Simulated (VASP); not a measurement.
Write the native input for VASP 6.6.1 that does the following.

```
Task                   : relaxation of cell and atoms
Functional             : PBE
Potentials or basis    : VASP PAW PBE potentials, release 64 (Au)
Cutoff                 : 500 eV
k mesh                 : 12 × 12 × 12
Occupations            : gaussian, width 0.1 eV
Spin                   : no spin polarisation
Dipole correction      : no
Further INCAR settings : ALGO = Normal; EDIFF = 1e-07; IBRION = 2; EDIFFG = -0.025; NSW = 90; ISIF = 3
```

The structure of Au lies in POSCAR:

```
Au
1.0
    2.7324113717      0.0000000000      0.0000000000
    0.0000000000      2.7324113717      0.0000000000
    0.0000000000      0.0000000000      2.7324113717
Au
1
Direct
    0.5000000000      0.5000000000      0.5000000000
```

The input as run:

INCAR

```
SYSTEM = Au
PREC = Accurate
ENCUT = 500
EDIFF = 1E-7
ISMEAR = 0
SIGMA = 0.1
LREAL = .FALSE.
LASPH = .TRUE.
NELM = 120
ALGO = Normal
ISIF = 3
LWAVE = .FALSE.
LCHARG = .FALSE.
GGA = PE
IBRION = 2
NSW = 90
EDIFFG = -0.025
GGA_COMPAT = .FALSE.
NELMIN = 4
```

KPOINTS

```
Automatic mesh
0
G
  12 12 12
  0 0 0
```

Potentials or basis: VASP PAW PBE potentials, release 64 (Au).

Command:

```console
$ cat potpaw_PBE.64/Au/POTCAR > POTCAR
$ mpirun -np 1 vasp_std > vasp.out
```

It gave:

```
Relaxed volume                         : 20.71 Å³/atom
Relaxed cell                           : a = 2.746 Å, b = 2.746 Å, c = 2.746 Å, α = 90.00°, β = 90.00°, γ = 90.00°
Space group after relaxing (to 0.05 Å) : Pm-3m (No. 221)
Energy gained by relaxing              : 1.5 meV/atom
Ionic steps                            : 3
Pressure after relaxing                : 0.0 GPa
```

It took 11 s on 1 thread of Intel(R) Xeon(R) 6975P-C (Granite Rapids) (shared host), peak memory 0.14 GiB.
